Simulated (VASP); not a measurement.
# ZnSe (F-43m) in VASP: single point with PBE

Aim: the single point of ZnSe with PBE.

Everything below comes from runs of VASP 6.6.1. Logs are shortened: lines on timing, memory, paths and dates and some standing lists are left out, and cuts for length are marked.

## Step 1: The cell of the first run

Symmetry: F-43m, No. 216, cubic system. The conventional cell has a = 5.842 Å, b = 5.842 Å, c = 5.842 Å, α = 90.00°, β = 90.00°, γ = 90.00°. Zn (site symmetry -43m) has 4 Se at 2.53 Å within 3.3 Å. Se (site symmetry -43m) has 4 Zn at 2.53 Å within 3.3 Å.

## Step 2: Single point, PBE

Contents of INCAR:

```
PREC = Accurate
ENCUT = 520
EDIFF = 1E-6
ISMEAR = 0
SIGMA = 0.05
LREAL = F
LASPH = T
NELM = 100
ALGO = Normal
ISIF = 2
LWAVE = F
LCHARG = F
GGA = PE
NBANDS = 16
```

Contents of KPOINTS:

```
regular mesh
0
Gamma
  6 6 6
```

Contents of POSCAR:

```
ZnSe
1.0
    0.0000000000      2.9209304819      2.9209304819
    2.9209304819      0.0000000000      2.9209304819
    2.9209304819      2.9209304819      0.0000000000
Zn Se
1 1
Direct
    0.0000000000      0.0000000000      0.0000000000
    0.2500000000      0.2500000000      0.2500000000
```

Potentials or basis: VASP PAW PBE potentials, release 64 (Zn, Se).

Started as:

```console
$ cat potpaw_PBE.64/Zn/POTCAR potpaw_PBE.64/Se/POTCAR > POTCAR
$ mpirun -np 1 vasp_std > vasp.out
```

OUTCAR:

```text
PREC = Accurate
   ENCUT = 520
   EDIFF = 1E-6
   ISMEAR = 0
   LREAL = F
   LASPH = T
   NELM = 100
   ISIF = 2
   GGA = PE

 ion  position               nearest neighbor table
   1  0.000  0.000  0.000-   2 2.53   2 2.53   2 2.53   2 2.53
   2  0.250  0.250  0.250-   1 2.53   1 2.53   1 2.53   1 2.53

  LATTYP: Found a face centered cubic cell.
 ALAT       =     5.8418609638

  Lattice vectors:

 A1 = (   0.0000000000,   2.9209304819,   2.9209304819)
 A2 = (   2.9209304819,   0.0000000000,   2.9209304819)
 A3 = (   2.9209304819,   2.9209304819,   0.0000000000)

Analysis of symmetry for initial positions (statically):
=====================================================================
 Subroutine PRICEL returns:
 Original cell was already a primitive cell.

 Routine SETGRP: Setting up the symmetry group for a
 face centered cubic supercell.

 Subroutine GETGRP returns: Found 24 space group operations
 (whereof 24 operations were pure point group operations)
 out of a pool of 48 trial point group operations.

The static configuration has the point symmetry T_d .

Analysis of symmetry for dynamics (positions and initial velocities):
=====================================================================
 Subroutine PRICEL returns:
 Original cell was already a primitive cell.

 Routine SETGRP: Setting up the symmetry group for a
 face centered cubic supercell.

 Subroutine GETGRP returns: Found 24 space group operations
 (whereof 24 operations were pure point group operations)
 out of a pool of 48 trial point group operations.

The dynamic configuration has the point symmetry T_d .

 Subroutine INISYM returns: Found 24 space group operations
 (whereof 24 operations are pure point group operations),
 and found     1 'primitive' translations

----------------------------------------------------------------------------------------

                                     Primitive cell

  volume of cell :      49.8418

  direct lattice vectors                    reciprocal lattice vectors
     0.000000000  2.920930482  2.920930482    -0.171178329  0.171178329  0.171178329
     2.920930482  0.000000000  2.920930482     0.171178329 -0.171178329  0.171178329
     2.920930482  2.920930482  0.000000000     0.171178329  0.171178329 -0.171178329

  length of vectors
     4.130819502  4.130819502  4.130819502     0.296489564  0.296489564  0.296489564

[... 69 lines left out ...]
   ENCUT  =  520.0 eV  38.22 Ry    6.18 a.u.   7.68  7.68  7.68*2*pi/ulx,y,z
   NELM   =    100;   NELMIN=  2; NELMDL= -5     # of ELM steps
   EDIFF  = 0.1E-05   stopping-criterion for ELM
   LREAL  =      F    real-space projection
   EDIFFG = 0.1E-04   stopping-criterion for IOM
   NSW    =      0    number of steps for IOM
   IBRION =     -1    ionic relax: 0-MD 1-quasi-New 2-CG
   NFREE  =      0    steps in history (QN), initial steepest desc. (CG)
   ISIF   =      2    stress and relaxation
   ISYM   =      2    0-nonsym 1-usesym 2-fastsym
   POTIM  = 0.5000    time-step for ionic-motion
   TEBEG  =    0.0;   TEEND  =   0.0 temperature during run
   PSTRESS=    0.0 pullay stress
   NELECT =      18.0000    total number of electrons
   NUPDOWN=      -1.0000    fix difference up-down
   EMIN   =  10.00;   EMAX   =-10.00  energy-range for DOS
   EFERMI =   0.00;   METHOD = LEGACY
   ISMEAR =     0;   SIGMA  =   0.05  broadening in eV -4-tet -1-fermi 0-gaus
   EFERMI_NEDOS =   21; number of points for ismear=-14 and -15
   IALGO  =     38    algorithm
   IMIX   =      4    mixing-type and parameters
     AMIX     =   0.40;   BMIX     =  1.00
     AMIX_MAG =   1.60;   BMIX_MAG =  1.00
  volume/ion in A,a.u.               =      24.92       168.17
  Fermi-wavevector in a.u.,A,eV,Ry     =   1.165828  2.203095 18.492422  1.359155
  Thomas-Fermi vector in A             =   2.302349
   LORBIT       =      0    0 simple, 1 ext, 2 COOP (PROOUT), +10 PAW based schemes
   GGA     = PE    functional components
   LHFCALC =     F    Hartree Fock is set to
   AEXX    =    0.0000 exact exchange contribution
   IVDW    =     0    specifies the selected vdW correction
   LEPSILON=     F    determine dielectric tensor
   LRPA    =     F    only Hartree local field effects (RPA)
 non-spin polarized calculation
 Gauss-broadening in eV      SIGMA  =   0.05
  energy-cutoff  :      520.00
  volume of cell :       49.84
 maximum number of plane-waves:      1363
   NGX = 15   NGY = 15   NGZ = 15

 number of electron      18.0000002 magnetization

 Free energy of the ion-electron system (eV)
  ---------------------------------------------------
  ext. energy  EPLUGINS =         0.00000000
  ---------------------------------------------------
  free energy    TOTEN  =        -6.00544122 eV

  energy without entropy =       -6.00544122  energy(sigma->0) =       -6.00544122

 E-fermi :   1.1647     XC(G=0):  -8.9115

 val. band max:        0.8797106801   @ k =   0.0000   0.0000   0.0000
 cond. band min:       1.8151194473   @ k =   0.0000   0.0000   0.0000
 fundamental gap:      0.9354087672
 Fermi energy:         1.1647093640

 k-point     1 :       0.0000    0.0000    0.0000
  band No.  band energies     occupation
      1     -11.8387      2.00000
      2      -5.3811      2.00000
      3      -5.3811      2.00000
      4      -5.3811      2.00000
      5      -5.0886      2.00000
      6      -5.0886      2.00000
[... 281 lines left out ...]
      3      -5.2112      2.00000
      4      -5.1474      2.00000
      5      -5.0757      2.00000
      6      -4.8743      2.00000
[... 8 lines left out ...]
     15      14.1415      0.00000
     16      14.5792      0.00000

------------------------ aborting loop because EDIFF is reached ----------------------------------------

  FORCE on cell =-STRESS in cart. coord.  units (eV):
  Direction    XX          YY          ZZ          XY          YZ          ZX
  --------------------------------------------------------------------------------------
  -------------------------------------------------------------------------------------
  Total       -0.8195257     -0.8195257     -0.8195257     -0.0000000      0.0000000     -0.0000000
  in kB      -26.3438664    -26.3438664    -26.3438664     -0.0000000      0.0000000     -0.0000000
  external PRESSURE =     -26.3438664 kB  Pullay stress =       0.0000000 kB

 VOLUME and BASIS-vectors are now :
 -----------------------------------------------------------------------------
  energy-cutoff  :      520.00
  volume of cell :       49.84
      direct lattice vectors                 reciprocal lattice vectors
     0.000000000  2.920930482  2.920930482    -0.171178329  0.171178329  0.171178329
     2.920930482  0.000000000  2.920930482     0.171178329 -0.171178329  0.171178329
     2.920930482  2.920930482  0.000000000     0.171178329  0.171178329 -0.171178329

 POSITION                                       TOTAL-FORCE (eV/Angst)
 -----------------------------------------------------------------------------------
      0.00000      0.00000      0.00000         0.000000      0.000000      0.000000
      1.46047      1.46047      1.46047        -0.000000     -0.000000     -0.000000
 -----------------------------------------------------------------------------------
    total drift:                               -0.000000     -0.000000     -0.000001

  FREE ENERGIE OF THE ION-ELECTRON SYSTEM (eV)
  ---------------------------------------------------
  free  energy   TOTEN  =        -6.0054412196 eV

  energy  without entropy=       -6.0054412196  energy(sigma->0) =       -6.00544122
```

OSZICAR:

```text
N       E                     dE             d eps       ncg     rms          rms(c)
DAV:   1     0.900616686380E+02    0.90062E+02   -0.85911E+03   512   0.126E+03
DAV:   2    -0.492515803935E+00   -0.90554E+02   -0.84438E+02   568   0.253E+02
DAV:   3    -0.625294579018E+01   -0.57604E+01   -0.57348E+01   640   0.612E+01
DAV:   4    -0.630260792296E+01   -0.49662E-01   -0.49655E-01   568   0.623E+00
DAV:   5    -0.630284831745E+01   -0.24039E-03   -0.24039E-03   680   0.391E-01    0.406E+00
DAV:   6    -0.602248769947E+01    0.28036E+00   -0.53893E-01   720   0.219E+01    0.314E+00
DAV:   7    -0.600508452180E+01    0.17403E-01   -0.14445E-01   544   0.328E+00    0.135E+00
DAV:   8    -0.600502345827E+01    0.61064E-04   -0.41183E-03   648   0.559E-01    0.410E-01
DAV:   9    -0.600533044531E+01   -0.30699E-03   -0.98438E-04   584   0.236E-01    0.697E-02
DAV:  10    -0.600542673294E+01   -0.96288E-04   -0.12237E-04   632   0.917E-02    0.148E-02
DAV:  11    -0.600543972567E+01   -0.12993E-04   -0.26107E-05   624   0.468E-02    0.520E-03
DAV:  12    -0.600544106644E+01   -0.13408E-05   -0.30282E-06   632   0.158E-02    0.332E-03
DAV:  13    -0.600544121963E+01   -0.15319E-06   -0.75438E-07   552   0.709E-03
   1 F= -.60054412E+01 E0= -.60054412E+01  d E =-.304052E-17
```

Wall time 14 s (1 thread of Intel Xeon 8259CL, shared host); peak memory 0.17 GiB.

Results:

```
Free energy            : -6.0054 eV
Pressure               : -2.6 GPa
Band gap on the k mesh : 0.94 eV
```
